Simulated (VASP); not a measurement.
Input of a VASP 6.6.1 run:

File INCAR:

```
SYSTEM = Si6HC7
  PREC = Accurate
  ENCUT = 520
  EDIFF = 1E-7
  ISMEAR = 0
  SIGMA = 0.05
  LREAL = Auto
  LASPH = .True.
  NELM = 80
  ALGO = Normal
  ISIF = 2
  LWAVE = .False.
  LCHARG = .True.
  LDIPOL = .True.
  IDIPOL = 3
  DIPOL = 0.5 0.5 0.488
  GGA = PE
  IVDW = 12
  LELF = .True.
  LVHAR = .True.
  LVACPOTAV = .True.
  NBANDS = 73
```

Contents of KPOINTS:

```
regular mesh
0
Gamma
  3 3 1
  0 0 0
```

File POSCAR:

```
Si6HC7
1.0
    6.1499993378      0.0000000000      0.0000000000
   -3.0749996689      5.3260556598      0.0000000000
    0.0000000000      0.0000000000     23.6491351110
C Si H
14 12 2
Direct
    0.5000000000      0.0000000000      0.3382787558
    0.5000000000      0.5000000000      0.3382787558
    0.0000000000      0.0000000000      0.3382787558
    0.0000000000      0.5000000000      0.3382787558
    0.6666666667      0.8333333333      0.4444444444
    0.6666666667      0.3333333333      0.4444444444
    0.1666666667      0.8333333333      0.4444444444
    0.1666666667      0.3333333333      0.4444444444
    0.8453305165      0.6727508598      0.5589506664
    0.8315862663      0.1658696720      0.5475583445
    0.3327344291      0.6662736782      0.5517451462
    0.3327516707      0.1666478794      0.5517514631
    0.0276336726      0.1532065707      0.6533787940
    0.0275433570      0.3744404969      0.6533429720
    0.1666666667      0.8333333333      0.3648201779
    0.1666666667      0.3333333333      0.3648201779
    0.6666666667      0.8333333333      0.3648201779
    0.6666666667      0.3333333333      0.3648201779
    0.3344123504      0.6671372578      0.4688698800
    0.3344061143      0.1672990757      0.4688874679
    0.8344424821      0.6672194609      0.4704556060
    0.8320172987      0.1660181738      0.4684170350
    0.5039140731      0.5020528114      0.5654987270
    0.5008998449      0.0005311443      0.5735975115
    0.0011291380      0.4859865056      0.5797002531
    0.0011467017      0.0153296020      0.5797086985
    0.0669763964      0.0831081107      0.6923860156
    0.0668942732      0.4841746866      0.6923029118
```

Potentials or basis: VASP PAW PBE potentials, release 64 (C, Si, H).

Command:

```sh
$ cat potpaw_PBE.64/C/POTCAR potpaw_PBE.64/Si/POTCAR potpaw_PBE.64/H/POTCAR > POTCAR
$ mpirun -np 1 vasp_std > vasp.out
```

Task: What does it give for the band gap on the k mesh?

Result: Zero (bands 53 and 54 overlap by 0.02 eV).

Task: Predict the dispersion energy per atom.

Result: -0.213 eV.

Task: Estimate the largest force.

Result: 3.346 eV/Å.

Forces in eV/Å, atoms in the order of the input:
```
C   -0.091 -0.053  2.253
C   -0.008 -0.005  2.114
C    0.079 -0.039  2.177
C    0.006  0.088  2.177
C    0.194 -0.159  1.032
C   -0.044  0.247  1.033
C   -0.045 -0.023  1.193
C   -0.030 -0.017  0.726
C   -0.007 -0.004  0.008
C   -0.008 -0.006 -0.006
C    0.000 -0.012 -0.005
C   -0.010  0.005 -0.005
C    0.028 -0.063 -0.013
C   -0.040  0.065 -0.004
Si  -0.017 -0.010 -3.212
Si  -0.009 -0.006 -3.346
Si   0.008 -0.051 -3.052
Si  -0.041  0.032 -3.051
Si   0.005 -0.001 -0.006
Si   0.004  0.004 -0.011
Si   0.005  0.004 -0.012
Si   0.000 -0.001  0.001
Si  -0.015 -0.009 -0.006
Si   0.009  0.005 -0.004
Si   0.021 -0.013 -0.012
Si   0.001  0.020 -0.007
H    0.007 -0.007  0.017
H   -0.001  0.007  0.022
```

Caveat: the k points lie up to 0.39 Å⁻¹ apart.
